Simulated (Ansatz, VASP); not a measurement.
# Two plane-wave programs on Zr2S5

```
Zr S
1.0
     3.34295    0.00000   -0.76149
     0.00000    7.26659    0.00000
    -1.48546    0.00000    8.91094
Zr S
2 5
Cartesian
  -0.3257 2.3022 6.2746
  2.1832 2.3022 1.8748
  0.4363 3.9986 1.8976
  1.4212 3.9986 6.2518
  -1.7139 0.7121 7.8846
  3.5714 0.7121 0.2649
  0.9287 1.4193 4.0747
```

Alike in both runs: functional PBE; k mesh 4 × 4 × 4; occupations gaussian, width 0.1 eV; no spin polarisation.

Ansatz relaxed the structure, and its values are those at the end. VASP's run is a single point on that final structure, the one shown.

|  | VASP | Ansatz |
| --- | --- | --- |
| version | VASP 6.6.1 | Ansatz 0.2.0 |
| potentials or method | VASP PAW PBE potentials, release 64 (Zr_sv, S), cutoff 520 eV | scalar-relativistic, plane waves, PAW |
| valence electrons in the cell | 54 | 54 |

Ansatz gave:

- gap on the k mesh at the Fermi level (eV): 0.37
- least direct gap on the mesh (eV): 0.73
- pressure (GPa): 0.0
- rms of the force components (eV/Å): 0.012

Question: What did VASP give for the same quantities?

Answer: gap on the k mesh at the Fermi level (eV): 0.38; least direct gap on the mesh (eV): 0.73; pressure (GPa): -0.1; rms of the force components (eV/Å): 0.034.

The k mesh is coarse, so the values compare programs but aren't converged.
